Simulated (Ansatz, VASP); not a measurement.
One calculation of Mg3CdSe4, two programs

```
CELL_PARAMETERS angstrom
6.03923 0.00183 0.00556
0.00183 6.04597 0.00185
0.00569 0.00189 6.04970
ATOMIC_POSITIONS crystal
Mg 0.99979 0.99968 0.50012
Mg 0.00009 0.50012 0.00029
Mg 0.50058 0.00007 0.99952
Cd 0.49927 0.49956 0.49975
Se 0.75565 0.75585 0.24451
Se 0.75603 0.24482 0.75583
Se 0.24438 0.75612 0.75603
Se 0.24420 0.24377 0.24394
```

Change from the starting cell: cell x1, atoms moved at random (sigma 0.05 Å) and cell strained at random (1.5 %), then relaxed without symmetry.

Alike in both runs: functional PBE; k mesh 2 × 2 × 2; occupations gaussian, width 0.1 eV; no spin polarisation.

Ansatz relaxed the structure, and its values are those at the end. VASP's run is a single point on that final structure, the one shown.

```csv
,VASP,Ansatz
version,VASP 6.6.1,Ansatz 0.2.0
potentials or method,"VASP PAW PBE potentials, release 64 (Mg, Cd, Se), cutoff 520 eV","scalar-relativistic, plane waves, PAW"
valence electrons in the cell,42,114
```

|  | VASP | Ansatz | Ansatz less VASP |
| --- | --- | --- | --- |
| gap on the k mesh at the Fermi level (eV) | 1.91 | 1.92 | +0.004 |
| least direct gap on the mesh (eV) | 1.91 | 1.92 | +0.004 |
| pressure (GPa) | 0.1 | 0.1 | -0.03 |
| rms of the force components (eV/Å) | 0.009 | 0.005 | -0.0039 |

With one functional, cell and mesh, what is left measures potentials, basis and numerics. VASP's potentials hold 42 valence electrons a cell and Ansatz's 114, so a difference there can come from the potentials and not from the codes.

The k mesh is coarse, so the values compare programs but aren't converged.
